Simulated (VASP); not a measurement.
A run of VASP 6.6.1:

Contents of INCAR:

```
PREC = Accurate
ENCUT = 500
EDIFF = 1E-6
ISMEAR = 0
SIGMA = 0.05
LREAL = False
LASPH = True
NELM = 120
ALGO = Normal
ISIF = 2
LWAVE = False
LCHARG = False
GGA = PS
NBANDS = 12
GGA_COMPAT = False
```

Contents of KPOINTS:

```
regular mesh
0
Gamma
  20 20 20
```

File POSCAR:

```
Zn
1.0
    1.5360410794      1.5360410794      1.5360410794
   -1.5360410794      1.5360410794      1.5360410794
   -1.5360410794     -1.5360410794      1.5360410794
Zn
1
Direct
    0.0000000000      0.0000000000      0.0000000000
```

Potentials or basis: VASP PAW PBE potentials, release 64 (Zn).

The run is started by

```console
$ cat potpaw_PBE.64/Zn/POTCAR > POTCAR
$ mpirun -np 1 vasp_std > vasp.out
```

Hardware: 1 thread of Intel(R) Xeon(R) 6975P-C (Granite Rapids), with other jobs on the host.

**Question.** How long does it take, and how much memory?

**Answer.** Run time: 20 s on 1 thread of Intel(R) Xeon(R) 6975P-C (Granite Rapids) (shared host), peak memory 0.15 GiB. Counts: scf iterations 10, k points 256.
